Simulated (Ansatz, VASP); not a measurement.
# Two plane-wave programs on Mg2Te3O

INCAR

```
  ALGO = Normal
  EDIFF = 1E-6
  ENCUT = 520
  GGA = PE
  ISIF = 2
  ISMEAR = 0
  LASPH = T
  LCHARG = T
  LELF = T
  LREAL = F
  LVHAR = T
  LWAVE = F
  NBANDS = 23
  NELM = 60
  PREC = Accurate
  SIGMA = 0.1
```

KPOINTS

```
k-points
0
Gamma
  3 3 4
```

The input POSCAR:

```
Mg2Te3O
1.0
    6.0749122400      0.0000000000      0.0000000000
   -3.0374561200      5.2610283300      0.0000000000
    0.0000000000      0.0000000000      4.2668333900
Mg Te O
2 3 1
Direct
    0.6666666700      0.3333333300      0.9631379800
    0.3333333300      0.6666666700      0.9631379800
    0.5000000000      0.5000000000      0.4595159900
    0.5000000000      0.0000000000      0.4595159900
    0.0000000000      0.5000000000      0.4595159900
    0.0000000000      0.0000000000      0.8888130200
```

Input for Ansatz:

```yaml
crystal:
  lattice:
    - [6.07491224, 0.0, 0.0]
    - [-3.03745612, 5.26102833, 0.0]
    - [0.0, 0.0, 4.26683339]
  atoms:
    - { symbol: Mg, position: [0.66666667, 0.33333333, 0.96313798] }
    - { symbol: Mg, position: [0.33333333, 0.66666667, 0.96313798] }
    - { symbol: Te, position: [0.5, 0.5, 0.45951599] }
    - { symbol: Te, position: [0.5, 0.0, 0.45951599] }
    - { symbol: Te, position: [0.0, 0.5, 0.45951599] }
    - { symbol: O, position: [0.0, 0.0, 0.88881302] }
basis:
  ecutwfc: 420
kpoints:
  mp_grid: { grid: [3, 3, 4] }
hamiltonian:
  xc: pbe
scf:
  occupations: { method: gaussian, width: 0.1 }
  lower_state_search: "off"
output:
  forces: true
  stress: true
  eigenvalues: true
```

Change from the starting cell: species swapped into the ErCo3Ge2 type (P6mm, No. 183).

Alike in both runs: task single point; functional PBE; k mesh 3 × 3 × 4; occupations gaussian, width 0.1 eV; no spin polarisation.

|  | VASP | Ansatz |
| --- | --- | --- |
| version | VASP 6.6.1 | Ansatz 0.2.0 |
| potentials or method | VASP PAW PBE potentials, release 64 (Mg, Te, O), cutoff 520 eV | scalar-relativistic, plane waves, PAW |
| valence electrons in the cell | 28 | 74 |

```tsv
	VASP	Ansatz	Ansatz less VASP
gap on the k mesh at the Fermi level (eV)	none	none	-
pressure (GPa)	13.4	13.4	0.00
traceless stress, the component that is largest in VASP (GPa)	-0.85	-0.88	-0.025
rms of the force components (eV/Å)	0.113	0.112	-0.0012
```

Atom by atom the forces differ by 0.001 eV/Å (rms over components). A gap of «none» marks a metal or a gap that the smearing closes. VASP's potentials hold 28 valence electrons a cell and Ansatz's 74, so a difference there can come from the potentials and not from the codes.

The k mesh is coarse, so the values compare programs but aren't converged. Neither program's run includes spin-orbit coupling.
